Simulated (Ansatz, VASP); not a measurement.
**Mg9O8: VASP beside Ansatz**

```
CELL_PARAMETERS angstrom
0.00000 4.35200 4.35200
4.35200 0.00000 4.35200
4.35200 4.35200 0.00000
ATOMIC_POSITIONS crystal
Mg 0.00543 0.00630 0.01856
Mg 0.04499 0.04551 0.36391
Mg 0.00543 0.46950 0.01855
Mg 0.99164 0.49529 0.51763
Mg 0.46865 0.00632 0.01855
Mg 0.49457 0.99237 0.51777
Mg 0.49304 0.49375 0.01933
Mg 0.49454 0.49513 0.51780
Mg 0.90405 0.90488 0.78600
O 0.25711 0.25813 0.24154
O 0.24438 0.24532 0.76475
O 0.25704 0.74312 0.24156
O 0.26080 0.72472 0.78972
O 0.74254 0.25778 0.24167
O 0.72410 0.26131 0.79024
O 0.75977 0.75967 0.22090
O 0.72403 0.72422 0.79029
```

Alike in both runs: functional LDA; k mesh 3 × 3 × 3; occupations fermi-dirac, width 0.02 eV; no spin polarisation.

Ansatz relaxed the structure, and its values are those at the end. VASP's run is a single point on that final structure, the one shown.

```csv
,VASP,Ansatz
version,VASP 6.6.1,Ansatz 0.2.0
potentials or method,"VASP PAW LDA potentials, release 64 (Mg, O), cutoff 520 eV","scalar-relativistic, plane waves, PAW"
valence electrons in the cell,66,138
```

```csv
,VASP,Ansatz,Ansatz less VASP
rms of the force components (eV/Å),0.017,0.008,-0.0093
```

Ansatz warns that its potentials were made for another functional, while VASP's fit it. LDA's correlation is that of Perdew and Zunger in VASP and of Perdew and Wang (1992) in Ansatz. VASP's potentials hold 66 valence electrons a cell and Ansatz's 138, so a difference there can come from the potentials and not from the codes.
